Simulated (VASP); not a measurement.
# BeTe (F-43m) in VASP: further runs, part 2 of 2

VASP 6.6.1.

### 3 Single point, LDA

This run uses another cell than the first one, of 17.40 Å³/atom, 1.068 times its volume.

Input file INCAR:

```
SYSTEM = BeTe
ALGO = Normal
EDIFF = 1E-6
ENCUT = 520
ISIF = 2
ISMEAR = -1
LASPH = .True.
LCHARG = .True.
LELF = .True.
LREAL = .False.
LVHAR = .True.
LWAVE = .False.
NBANDS = 11
NELM = 100
PREC = Accurate
SIGMA = 0.05
```

Input file KPOINTS:

```
k-points
0
Gamma
  8 8 8
  0 0 0
```

Input file POSCAR:

```
BeTe
1.0
    0.0000000000      2.5914187745      2.5914187745
    2.5914187745      0.0000000000      2.5914187745
    2.5914187745      2.5914187745      0.0000000000
Te Be
1 1
Direct
    0.7500000000      0.7500000000      0.7500000000
    0.0000000000      0.0000000000      0.0000000000
```

Potentials or basis: VASP PAW LDA potentials, release 64 (Te, Be).

Started as:

```sh
> cat potpaw_LDA.64/Te/POTCAR potpaw_LDA.64/Be/POTCAR > POTCAR
> mpirun -np 1 vasp_std > vasp.out
```

It took 13 s on 1 thread of Intel Xeon 8259CL, shared host; peak memory 0.15 GiB.

Results (log left out):

* Free energy: -8.2832 eV
* Pressure: 20.6 GPa
* Band gap on the k mesh: 1.17 eV, indirect (least direct gap 3.29 eV)

Levels at points of the mesh, in eV from the valence-band top:
| k point | band 2 | band 3 | band 4 | band 5 | band 6 | band 7 |
| --- | --- | --- | --- | --- | --- | --- |
| (0.00, 0.00, 0.00) | 0.00 | 0.00 | 0.00 | 3.29 | 3.29 | 3.29 |
| (0.50, 0.00, 0.00) | -7.35 | -1.63 | -1.63 | 3.80 | 4.36 | 4.36 |
| (0.50, 0.50, 0.00) | -6.59 | -3.73 | -3.73 | 1.17 | 2.21 | 11.20 |

Caveat: spin-orbit coupling is left out, which moves the levels of the heavy elements. A k mesh can miss the band edges.

### 4 Single point, LDA

This run uses another cell than the first one, of 18.95 Å³/atom, 1.163 times its volume.

Input file INCAR:

```
SYSTEM = BeTe
PREC = Accurate ; ENCUT = 520
EDIFF = 1E-7 ; ISMEAR = -1
SIGMA = 0.05 ; LREAL = .False.
LASPH = .True. ; NELM = 100
ALGO = Normal ; ISIF = 2
LWAVE = .False. ; LCHARG = .False.
GGA = CA ; NBANDS = 11
```

Input file KPOINTS:

```
regular mesh
0
Gamma
  8 8 8
  0 0 0
```

Input file POSCAR:

```
BeTe
1.0
    0.0000000000      2.6661008844      2.6661008844
    2.6661008844      0.0000000000      2.6661008844
    2.6661008844      2.6661008844      0.0000000000
Te Be
1 1
Direct
    0.7500000000      0.7500000000      0.7500000000
    0.0000000000      0.0000000000      0.0000000000
```

Started as:

```sh
> cat potpaw_LDA.64/Te/POTCAR potpaw_LDA.64/Be/POTCAR > POTCAR
> mpirun -np 1 vasp_std > vasp.out
```

It took 14 s on 1 thread of Intel Xeon 8259CL, shared host; peak memory 0.15 GiB.

Results (log left out):

```yaml
Free_energy: -8.5767 eV
Pressure: 10.4 GPa
Band_gap_on_the_k_mesh: 1.44 eV, indirect (least direct gap 3.41 eV)
```

Levels at points of the mesh, in eV from the valence-band top:
```
           k point  band 1  band 2  band 3  band 4  band 5  band 6  band 7  band 8  band 9
(0.00, 0.00, 0.00)  -13.52    0.00    0.00    0.00    3.41    3.41    3.41    5.00    8.42
(0.50, 0.00, 0.00)  -11.73   -6.68   -1.44   -1.44    3.53    4.45    4.45    7.53   11.50
(0.50, 0.50, 0.00)  -11.07   -6.03   -3.32   -3.32    1.44    2.39   10.65   10.65   12.33
```

Caveat: spin-orbit coupling is left out, which moves the levels of the heavy elements.

### 5 Single point, LDA

This run uses another cell than the first one, of 20.81 Å³/atom, 1.277 times its volume.

Input file INCAR:

```
SYSTEM = BeTe
ALGO = Normal
EDIFF = 1E-7
ENCUT = 520
ISIF = 2
ISMEAR = -1
LASPH = .TRUE.
LCHARG = .FALSE.
LREAL = .FALSE.
LWAVE = .FALSE.
NBANDS = 11
NELM = 100
PREC = Accurate
SIGMA = 0.05
```

Input file KPOINTS:

```
k-points
0
G
  8 8 8
  0 0 0
```

Input file POSCAR:

```
BeTe
1.0
    0.0000000000      2.7504315707      2.7504315707
    2.7504315707      0.0000000000      2.7504315707
    2.7504315707      2.7504315707      0.0000000000
Te Be
1 1
Direct
    0.7500000000      0.7500000000      0.7500000000
    0.0000000000      0.0000000000      0.0000000000
```

Potentials or basis: VASP PAW LDA potentials, release 64 (Te, Be).

Started as:

```sh
> cat potpaw_LDA.64/Te/POTCAR potpaw_LDA.64/Be/POTCAR > POTCAR
> mpirun -np 1 vasp_std > vasp.out
```

OUTCAR:

```text
SYSTEM = BeTe
   EDIFF = 1E-7
   ENCUT = 520
   ISIF = 2
   ISMEAR = -1
   LASPH = .TRUE.
   LREAL = .FALSE.
   NELM = 100
   PREC = Accurate

 ion  position               nearest neighbor table
   1  0.750  0.750  0.750-   2 2.38   2 2.38   2 2.38   2 2.38
   2  0.000  0.000  0.000-   1 2.38   1 2.38   1 2.38   1 2.38

  LATTYP: Found a face centered cubic cell.
 ALAT       =     5.5008631414

  Lattice vectors:

 A1 = (   0.0000000000,   2.7504315707,   2.7504315707)
 A2 = (   2.7504315707,   0.0000000000,   2.7504315707)
 A3 = (   2.7504315707,   2.7504315707,   0.0000000000)

[... 520 lines left out ...]

  FORCE on cell =-STRESS in cart. coord.  units (eV):
  Direction    XX          YY          ZZ          XY          YZ          ZX
  --------------------------------------------------------------------------------------
  -------------------------------------------------------------------------------------
  Total        0.5911562      0.5911562      0.5911562      0.0000000      0.0000000      0.0000000
  in kB       22.7604204     22.7604204     22.7604204      0.0000000      0.0000000      0.0000000
  external PRESSURE =      22.7604204 kB  Pullay stress =       0.0000000 kB

 VOLUME and BASIS-vectors are now :
 -----------------------------------------------------------------------------
  energy-cutoff  :      520.00
  volume of cell :       41.61
      direct lattice vectors                 reciprocal lattice vectors
     0.000000000  2.750431571  2.750431571    -0.181789653  0.181789653  0.181789653
     2.750431571  0.000000000  2.750431571     0.181789653 -0.181789653  0.181789653
     2.750431571  2.750431571  0.000000000     0.181789653  0.181789653 -0.181789653

 POSITION                                       TOTAL-FORCE (eV/Angst)
 -----------------------------------------------------------------------------------
      4.12565      4.12565      4.12565         0.000000      0.000000      0.000000
      0.00000      0.00000      0.00000        -0.000000     -0.000000     -0.000000
 -----------------------------------------------------------------------------------
    total drift:                               -0.000000     -0.000000     -0.000000

  FREE ENERGIE OF THE ION-ELECTRON SYSTEM (eV)
  ---------------------------------------------------
  free  energy   TOTEN  =        -8.7168540008 eV

  energy  without entropy=       -8.7168539999  energy(sigma->0) =       -8.71685400
```

OSZICAR:

```text
N       E                     dE             d eps       ncg     rms          rms(c)
DAV:   1     0.189083849987E+02    0.18908E+02   -0.35711E+03   638   0.610E+02
DAV:   2    -0.780407817559E+01   -0.26712E+02   -0.25219E+02   860   0.904E+01
DAV:   3    -0.895168217204E+01   -0.11476E+01   -0.11449E+01   803   0.198E+01
DAV:   4    -0.896346711285E+01   -0.11785E-01   -0.11784E-01   744   0.230E+00
DAV:   5    -0.896368081902E+01   -0.21371E-03   -0.21370E-03   768   0.303E-01    0.470E+00
DAV:   6    -0.877703917094E+01    0.18664E+00   -0.21256E-01   716   0.169E+00    0.272E+00
DAV:   7    -0.871775220030E+01    0.59287E-01   -0.15297E-01   746   0.161E+00    0.513E-01
DAV:   8    -0.871678884255E+01    0.96336E-03   -0.72688E-03   712   0.470E-01    0.124E-01
DAV:   9    -0.871684695949E+01   -0.58117E-04   -0.23154E-04   782   0.968E-02    0.538E-02
DAV:  10    -0.871685442596E+01   -0.74665E-05   -0.24326E-05   692   0.240E-02    0.197E-02
DAV:  11    -0.871685394105E+01    0.48491E-06   -0.14569E-06   794   0.645E-03    0.101E-02
DAV:  12    -0.871685400080E+01   -0.59747E-07   -0.15658E-07   710   0.245E-03
   1 F= -.87168540E+01 E0= -.87168540E+01  d E =-.939154E-09
```

It took 19 s on 1 thread of Intel Xeon 8259CL, shared host; peak memory 0.15 GiB.

What came out:

| Property | Result |
| --- | --- |
| Free energy | -8.7169 eV |
| Pressure | 2.3 GPa |
| Band gap on the k mesh | 1.70 eV, indirect (least direct gap 3.52 eV) |

Caveat: spin-orbit coupling is left out, which moves the levels of the heavy elements.

### 6 Summary

| cell | gap on the mesh (eV) | pressure (GPa) |
| --- | --- | --- |
| a = 3.585 Å, angles 60.0°, 2 atoms | 0.95 | 30.7 |
| a = 3.665 Å, angles 60.0°, 2 atoms | 1.17 | 20.6 |
| a = 3.770 Å, angles 60.0°, 2 atoms | 1.44 | 10.4 |
| a = 3.890 Å, angles 60.0°, 2 atoms | 1.70 | 2.3 |

Alike in all rows: task single point; level LDA; potentials or basis VASP PAW LDA potentials, release 64 (Te, Be); no spin polarisation; k mesh 8 × 8 × 8; cutoff (eV) 520; smearing fermi-dirac 0.05 eV.

Caveats: spin-orbit coupling is left out, which moves the levels of the heavy elements.

Absolute energies hang on the potentials; compare differences alone.
